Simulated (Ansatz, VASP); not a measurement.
# W in VASP and in Ansatz

```xyz
2
Lattice="2.7767 0.0000 0.0000 -1.3883 2.4047 0.0000 0.0000 0.0000 4.9510" Properties=species:S:1:pos:R:3 pbc="T T T"
W     0.0000    1.6031    1.2378
W     1.3883    0.8016    3.7133
```

Alike in both runs: functional PBE; k mesh 18 × 18 × 8; occupations gaussian, width 0.1 eV; no spin polarisation.

Ansatz relaxed the structure, and its values are those at the end. VASP's run is a single point on that final structure, the one shown.

|  | VASP | Ansatz |
| --- | --- | --- |
| version | VASP 6.6.1 | Ansatz 0.2.0 |
| potentials or method | VASP PAW PBE potentials, release 64 (W_sv), cutoff 520 eV | scalar-relativistic, plane waves, PAW |
| valence electrons in the cell | 28 | 28 |

|  | VASP | Ansatz | Ansatz less VASP |
| --- | --- | --- | --- |
| gap on the k mesh at the Fermi level (eV) | none | none | - |
| pressure (GPa) | 0.4 | 0.0 | -0.42 |

A gap of «none» marks a metal or a gap that the smearing closes. With one functional, cell and mesh, what is left measures potentials, basis and numerics.

Spin-orbit coupling is off throughout.
